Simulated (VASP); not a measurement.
HfN:

```
CELL_PARAMETERS angstrom
3.13391 0.00000 0.00000
-1.56695 2.71404 0.00000
0.00000 0.00000 5.41677
ATOMIC_POSITIONS crystal
Hf 0.33333 0.66667 0.25000
Hf 0.66667 0.33333 0.75000
N 0.00000 0.00000 0.50000
N 0.00000 0.00000 0.00000
```

Base run:

* Program: VASP 6.6.1
* Functional: PBEsol
* Potentials or basis: VASP PAW PBE potentials, release 64 (Hf_pv, N)
* Cutoff: 520 eV
* k mesh: 8 × 8 × 4
* Occupations: fermi-dirac, width 0.05 eV
* Spin: no spin polarisation

Its results: band gap on the k mesh zero (band 15 reaches 9.62 eV, above the bottom of band 16 at 7.31 eV); pressure -4.2 GPa.

Question: After a change of settings the same cell gave: band gap on the k mesh zero (band 15 reaches 9.94 eV, above the bottom of band 16 at 7.49 eV); pressure 0.1 GPa. Which change was it?
A. functional from PBEsol to r2SCAN; occupations from fermi-dirac, width 0.05 eV to methfessel-paxton, width 0.1 eV
B. k mesh from 8 × 8 × 4 to 6 × 6 × 3
C. k mesh from 8 × 8 × 4 to 10 × 10 × 5; further incar settings from ALGO = Normal; EDIFF = 1e-07; NBANDS = 23 to ALGO = Normal; EDIFF = 1e-06; NBANDS = 23

Answer: A.

Caveats: the PAW data sets were made with another functional, which shifts forces and pressure a little; spin-orbit coupling is left out, which moves the levels of the heavy elements.
